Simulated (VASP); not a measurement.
The system is Se.

```xyz
3
Lattice="4.5048 0.0000 0.0000 -2.2524 3.9013 0.0000 0.0000 0.0000 4.9788" Properties=species:S:1:pos:R:3 pbc="T T T"
Se    0.9816    0.0000    1.6596
Se   -0.4908    0.8501    3.3192
Se    1.7616    3.0512    0.0000
```

- Program: VASP 6.6.1
- Task: relaxation of cell and atoms
- Functional: PBEsol
- Potentials or basis: VASP PAW PBE potentials, release 64 (Se)
- Cutoff: 600 eV
- k mesh: 9 × 9 × 6
- Occupations: gaussian, width 0.02 eV
- Spin: no spin polarisation

At the start: pressure -0.7 GPa; volume 29.17 Å³/atom.

**Question.** How do energy, volume and symmetry change on relaxing?

**Answer.** Over 36 steps the energy falls by 39.7 meV/atom and the volume is 24.12 Å³/atom (-17.3 %); space group P3_121 (No. 152, to 0.05 Å).

Step by step:
```tsv
step	energy change (eV)	largest force (eV/Å)	pressure (GPa)	volume (Å³)
1	0.0000	0.1957	-0.69	87.50
2	-0.0136	0.2261	-0.47	85.92
3	-0.0470	0.3334	0.47	81.27
4	-0.0492	0.5941	3.89	72.42
5	-0.0610	0.4808	2.01	76.65
6	-0.0654	0.4517	1.91	76.41
7	-0.0771	0.3695	1.69	75.68
8	-0.0945	0.2262	1.35	74.23
9	-0.1075	0.0132	1.12	71.35
10	-0.1110	0.0165	0.67	71.94
11	-0.1141	0.0782	-0.19	73.16
12	-0.1151	0.0615	-0.15	73.15
13	-0.1173	0.0106	-0.02	73.10
14	-0.1176	0.0942	0.26	73.00
15	-0.1181	0.0471	0.14	73.05
16	-0.1184	0.0211	-0.11	73.20
17	-0.1184	0.0173	-0.15	73.22
18	-0.1186	0.0185	-0.12	73.10
19	-0.1190	0.0231	-0.03	72.75
20	-0.1187	0.0322	0.15	72.04
21	-0.1190	0.0264	0.02	72.52
22	-0.1191	0.0049	-0.06	72.47
23	-0.1192	0.0022	-0.09	72.46
24	-0.1192	0.0021	0.04	72.25
25	-0.1192	0.0011	0.01	72.30
26	-0.1192	0.0009	0.01	72.31
27	-0.1192	0.0006	-0.04	72.38
28	-0.1192	0.0007	0.00	72.32
29	-0.1192	0.0009	-0.01	72.31
30	-0.1192	0.0014	0.02	72.32
31	-0.1192	0.0027	0.01	72.33
32	-0.1192	0.0016	0.02	72.34
33	-0.1192	0.0008	-0.01	72.37
34	-0.1192	0.0000	-0.03	72.36
35	-0.1192	0.0011	-0.02	72.35
36	-0.1192	0.0014	-0.01	72.35
```

Final structure:
```xyz
3
Lattice="4.0365 0.0000 0.0000 -2.0182 3.4957 0.0000 0.0000 0.0000 5.1272" Properties=species:S:1:pos:R:3 pbc="T T T"
Se    1.0065    0.0000    1.7091
Se   -0.5032    0.8717    3.4181
Se    1.5150    2.6240    0.0000
```

Caveat: the volume moved by over 15 % at a fixed basis, so the end points are rough; the PAW data sets were made with another functional, which shifts forces and pressure a little.
